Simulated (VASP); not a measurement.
# Sn (Im-3m) in VASP: further runs, part 2 of 2

VASP 6.6.1. Earlier steps stand in the parts before.

## (3) Single point, LDA

This run uses another cell than the first one, of 23.06 Å³/atom, 0.978 times its volume.

File INCAR:

```
ALGO = Normal
EDIFF = 1E-7
ENCUT = 520
GGA = CA
ISIF = 2
ISMEAR = -1
LASPH = T
LCHARG = F
LREAL = F
LWAVE = F
NBANDS = 13
NELM = 60
PREC = Accurate
SIGMA = 0.1
```

File KPOINTS:

```
k-points
0
Gamma
  11 11 11
```

File POSCAR:

```
Sn
1.0
   -1.7930110464      1.7930110464      1.7930110464
    1.7930110464     -1.7930110464      1.7930110464
    1.7930110464      1.7930110464     -1.7930110464
Sn
1
Direct
    0.0000000000      0.0000000000      0.0000000000
```

Potentials or basis: VASP PAW LDA potentials, release 64 (Sn_d).

Started as:

```sh
> cat potpaw_LDA.64/Sn_d/POTCAR > POTCAR
> mpirun -np 1 vasp_std > vasp.out
```

OUTCAR:

```text
EDIFF = 1E-7
   ENCUT = 520
   GGA = CA
   ISIF = 2
   ISMEAR = -1
   LASPH = T
   LREAL = F
   NELM = 60
   PREC = Accurate

 ion  position               nearest neighbor table
   1  0.000  0.000  0.000-

  LATTYP: Found a body centered cubic cell.
 ALAT       =     3.5860220928

  Lattice vectors:

 A1 = (  -1.7930110464,   1.7930110464,   1.7930110464)
 A2 = (   1.7930110464,  -1.7930110464,   1.7930110464)
 A3 = (   1.7930110464,   1.7930110464,  -1.7930110464)

Analysis of symmetry for initial positions (statically):
=====================================================================
 Subroutine PRICEL returns:
 Original cell was already a primitive cell.

 Routine SETGRP: Setting up the symmetry group for a
 body centered cubic supercell.

 Subroutine GETGRP returns: Found 48 space group operations
 (whereof 48 operations were pure point group operations)
 out of a pool of 48 trial point group operations.

The static configuration has the point symmetry O_h .

Analysis of symmetry for dynamics (positions and initial velocities):
=====================================================================
 Subroutine PRICEL returns:
 Original cell was already a primitive cell.

 Routine SETGRP: Setting up the symmetry group for a
 body centered cubic supercell.

 Subroutine GETGRP returns: Found 48 space group operations
 (whereof 48 operations were pure point group operations)
 out of a pool of 48 trial point group operations.

The dynamic configuration has the point symmetry O_h .

 Subroutine INISYM returns: Found 48 space group operations
 (whereof 48 operations are pure point group operations),
 and found     1 'primitive' translations

----------------------------------------------------------------------------------------

                                     Primitive cell

  volume of cell :      23.0573

  direct lattice vectors                    reciprocal lattice vectors
    -1.793011046  1.793011046  1.793011046     0.000000000  0.278860524  0.278860524
     1.793011046 -1.793011046  1.793011046     0.278860524  0.000000000  0.278860524
     1.793011046  1.793011046 -1.793011046     0.278860524  0.278860524  0.000000000

  length of vectors
     3.105586231  3.105586231  3.105586231     0.394368335  0.394368335  0.394368335

  position of ions in fractional coordinates (direct lattice)
     0.000000000  0.000000000  0.000000000

  ion indices of the primitive-cell ions
   primitive index   ion index
                 1           1

----------------------------------------------------------------------------------------

 KPOINTS: k-points

Automatic generation of k-mesh.
 Grid dimensions read from file:
 generate k-points for:   11   11   11

 Generating k-lattice:

  Cartesian coordinates                     Fractional coordinates (reciprocal lattice)
     0.000000000  0.025350957  0.025350957     0.090909091  0.000000000  0.000000000
     0.025350957  0.000000000  0.025350957     0.000000000  0.090909091  0.000000000
     0.025350957  0.025350957  0.000000000     0.000000000  0.000000000  0.090909091

  Length of vectors
     0.035851667  0.035851667  0.035851667

  Shift w.r.t. Gamma in fractional coordinates (k-lattice)
     0.000000000  0.000000000  0.000000000

 Subroutine IBZKPT returns following result:
 ===========================================

 Found     56 irreducible k-points:

 Following reciprocal coordinates:
            Coordinates               Weight
  0.000000  0.000000  0.000000      1.000000
  0.090909  0.000000  0.000000     12.000000
  0.181818  0.000000  0.000000     12.000000
  0.272727  0.000000  0.000000     12.000000
  0.363636  0.000000  0.000000     12.000000
  0.454545  0.000000  0.000000     12.000000
[... 16 lines left out ...]
  0.272727  0.181818  0.090909     48.000000
  0.363636  0.181818  0.090909     24.000000
 [... further k-points ...]
   k-points           NKPTS =     56   k-points in BZ     NKDIM =     56   number of bands    NBANDS=     13
   number of dos      NEDOS =    301   number of ions     NIONS =      1
   total plane-waves  NPLWV =  13824
   dimension x,y,z NGX =    24 NGY =   24 NGZ =   24
   dimension x,y,z NGXF=    48 NGYF=   48 NGZF=   48
   ions per type =               1
   NGX,Y,Z   is equivalent  to a cutoff of  12.85, 12.85, 12.85 a.u.
   NGXF,Y,Z  is equivalent  to a cutoff of  25.70, 25.70, 25.70 a.u.
 SYSTEM =  unknown system
   PREC   = accura    normal or accurate (medium, high low for compatibility)
   ISTART =      0    job   : 0-new  1-cont  2-samecut
   ICHARG =      2    charge: 1-file 2-atom 10-const
   ISPIN  =      1    spin polarized calculation?
   LNONCOLLINEAR =      F non collinear calculations
   LSORBIT =      F    spin-orbit coupling
   LASPH  =      T    aspherical Exc in radial PAW
   ENCUT  =  520.0 eV  38.22 Ry    6.18 a.u.   5.77  5.77  5.77*2*pi/ulx,y,z
   NELM   =     60;   NELMIN=  2; NELMDL= -5     # of ELM steps
   EDIFF  = 0.1E-06   stopping-criterion for ELM
   LREAL  =      F    real-space projection
   EDIFFG = 0.1E-05   stopping-criterion for IOM
   NSW    =      0    number of steps for IOM
   IBRION =     -1    ionic relax: 0-MD 1-quasi-New 2-CG
   NFREE  =      0    steps in history (QN), initial steepest desc. (CG)
   ISIF   =      2    stress and relaxation
   ISYM   =      2    0-nonsym 1-usesym 2-fastsym
   POTIM  = 0.5000    time-step for ionic-motion
   TEBEG  =    0.0;   TEEND  =   0.0 temperature during run
   PSTRESS=    0.0 pullay stress
   NELECT =      14.0000    total number of electrons
   NUPDOWN=      -1.0000    fix difference up-down
   EMIN   =  10.00;   EMAX   =-10.00  energy-range for DOS
   EFERMI =   0.00;   METHOD = LEGACY
   ISMEAR =    -1;   SIGMA  =   0.10  broadening in eV -4-tet -1-fermi 0-gaus
   EFERMI_NEDOS =   21; number of points for ismear=-14 and -15
   IALGO  =     38    algorithm
   IMIX   =      4    mixing-type and parameters
     AMIX     =   0.40;   BMIX     =  1.00
     AMIX_MAG =   1.60;   BMIX_MAG =  1.00
  volume/ion in A,a.u.               =      23.06       155.60
  Fermi-wavevector in a.u.,A,eV,Ry     =   1.386270  2.619671 26.146928  1.921745
  Thomas-Fermi vector in A             =   2.510602
   LORBIT       =      0    0 simple, 1 ext, 2 COOP (PROOUT), +10 PAW based schemes
   GGA     = CA    functional components
   LHFCALC =     F    Hartree Fock is set to
   AEXX    =    0.0000 exact exchange contribution
   IVDW    =     0    specifies the selected vdW correction
   LEPSILON=     F    determine dielectric tensor
   LRPA    =     F    only Hartree local field effects (RPA)
 non-spin polarized calculation
  energy-cutoff  :      520.00
  volume of cell :       23.06
 maximum number of plane-waves:       632
   NGX = 11   NGY = 11   NGZ = 11

 number of electron      13.9999994 magnetization

 Free energy of the ion-electron system (eV)
  ---------------------------------------------------
  ext. energy  EPLUGINS =         0.00000000
  ---------------------------------------------------
  free energy    TOTEN  =        -4.38283550 eV

  energy without entropy =       -4.36078124  energy(sigma->0) =       -4.37180837

 E-fermi :   9.9665     XC(G=0): -11.4006

 val. band max:        9.8966212941   @ k =  -0.2727   0.3636   0.0909
 cond. band min:       9.9865217299   @ k =  -0.2727   0.4545   0.0909
 fundamental gap:      0.0899004358
 Fermi energy:         9.9665220849

 k-point     1 :       0.0000    0.0000    0.0000
  band No.  band energies     occupation
      1     -11.6138      2.00000
      2     -11.6138      2.00000
      3     -11.6138      2.00000
      4     -11.3847      2.00000
      5     -11.3847      2.00000
      6      -2.4223      2.00000
      7      19.4557      0.00000
      8      19.4557      0.00000
      9      19.4557      0.00000
     10      22.4871      0.00000
     11      22.4871      0.00000
     12      22.4871      0.00000
     13      24.0949      0.00000

 k-point     2 :       0.0909    0.0000    0.0000
  band No.  band energies     occupation
      1     -11.6203      2.00000
      2     -11.6058      2.00000
      3     -11.5855      2.00000
      4     -11.3918      2.00000
      5     -11.3853      2.00000
      6      -2.2158      2.00000
      7      17.6602      0.00000
      8      18.5882      0.00000
      9      19.0803      0.00000
     10      21.3080      0.00000
     11      21.6405      0.00000
[... 339 lines left out ...]
 k-point    24 :       0.3636    0.1818    0.0909
  band No.  band energies     occupation
      1     -11.6445      2.00000
      2     -11.5427      2.00000
      3     -11.3990      2.00000
      4     -11.3933      2.00000
      5     -11.3452      2.00000
      6       4.0642      2.00000
      7       5.8053      2.00000
      8       9.7833      1.72400
      9      12.2835      0.00000
     10      23.5345      0.00000
     11      25.5192      0.00000
     12      26.9320      0.00000
     13      26.9760      0.00000

 [... further k-points ...]
[... 5 lines left out ...]
  --------------------------------------------------------------------------------------
  -------------------------------------------------------------------------------------
  Total        1.1567870      1.1567870      1.1567870      0.0000000      0.0000000     -0.0000000
  in kB       80.3813129     80.3813129     80.3813129      0.0000000      0.0000000     -0.0000000
  external PRESSURE =      80.3813129 kB  Pullay stress =       0.0000000 kB

 VOLUME and BASIS-vectors are now :
 -----------------------------------------------------------------------------
  energy-cutoff  :      520.00
  volume of cell :       23.06
      direct lattice vectors                 reciprocal lattice vectors
    -1.793011046  1.793011046  1.793011046     0.000000000  0.278860524  0.278860524
     1.793011046 -1.793011046  1.793011046     0.278860524  0.000000000  0.278860524
     1.793011046  1.793011046 -1.793011046     0.278860524  0.278860524  0.000000000

 POSITION                                       TOTAL-FORCE (eV/Angst)
 -----------------------------------------------------------------------------------
      0.00000      0.00000      0.00000        -0.000000      0.000000      0.000000
 -----------------------------------------------------------------------------------
    total drift:                                0.000000      0.000000      0.000000

  FREE ENERGIE OF THE ION-ELECTRON SYSTEM (eV)
  ---------------------------------------------------
  free  energy   TOTEN  =        -4.3828354982 eV

  energy  without entropy=       -4.3607812384  energy(sigma->0) =       -4.37180837
```

Run time: 7 s. Hardware: 1 thread of Intel Xeon Platinum 8488C (Sapphire Rapids), shared host; peak memory 0.13 GiB.

What came out:

| Property | Result |
| --- | --- |
| Free energy | -4.3828 eV |
| Pressure | 8.0 GPa |
| Band gap on the k mesh | zero (band 7 reaches 19.46 eV, above the bottom of band 8 at 7.07 eV) |

Levels at points of the mesh, in eV from the Fermi level:
```tsv
k point	band 4	band 5	band 6	band 7	band 8	band 9	band 10	band 11
(0.00, 0.00, 0.00)	-21.35	-21.35	-12.39	9.49	9.49	9.49	12.52	12.52
```

Caveat: spin-orbit coupling is left out, which moves the levels of the heavy elements.

## (4) Single point, LDA

This run uses another cell than the first one, of 24.17 Å³/atom, 1.025 times its volume.

File INCAR:

```
PREC = Accurate ; ENCUT = 520
EDIFF = 1E-6 ; ISMEAR = -1
SIGMA = 0.1 ; LREAL = False
LASPH = True ; NELM = 60
ALGO = Normal ; ISIF = 2
LWAVE = False ; LCHARG = True
LELF = True ; LVHAR = True
NBANDS = 13
```

File KPOINTS:

```
regular mesh
0
Gamma
  11 11 11
```

File POSCAR:

```
Sn
1.0
   -1.8214186961      1.8214186961      1.8214186961
    1.8214186961     -1.8214186961      1.8214186961
    1.8214186961      1.8214186961     -1.8214186961
Sn
1
Direct
    0.0000000000      0.0000000000      0.0000000000
```

Started as:

```sh
> cat potpaw_LDA.64/Sn_d/POTCAR > POTCAR
> mpirun -np 1 vasp_std > vasp.out
```

It took 7 s on 1 thread of Intel Xeon Platinum 8488C (Sapphire Rapids), shared host; peak memory 0.13 GiB.

Results (log left out):

* Free energy: -4.4247 eV
* Pressure: 4.0 GPa
* Band gap on the k mesh: zero (band 7 reaches 18.30 eV, above the bottom of band 8 at 6.58 eV)

Levels at points of the mesh, in eV from the Fermi level:
| k point | band 4 | band 5 | band 6 | band 7 | band 8 | band 9 | band 10 | band 11 |
| --- | --- | --- | --- | --- | --- | --- | --- | --- |
| (0.00, 0.00, 0.00) | -21.33 | -21.33 | -12.00 | 8.99 | 8.99 | 8.99 | 12.44 | 12.44 |

Caveat: spin-orbit coupling is left out, which moves the levels of the heavy elements.

## (5) Overview

| cell | gap on the mesh (eV) | pressure (GPa) |
| --- | --- | --- |
| a = 3.129 Å, angles 109.5°, 1 atom | none | 6.0 |
| a = 3.106 Å, angles 109.5°, 1 atom | none | 8.0 |
| a = 3.155 Å, angles 109.5°, 1 atom | none | 4.0 |

Alike in all rows: task single point; level LDA; potentials or basis VASP PAW LDA potentials, release 64 (Sn_d); no spin polarisation; k mesh 11 × 11 × 11; cutoff (eV) 520; smearing fermi-dirac 0.1 eV.

Caveats: spin-orbit coupling is left out, which moves the levels of the heavy elements.

Absolute energies hang on the potentials; compare differences alone.
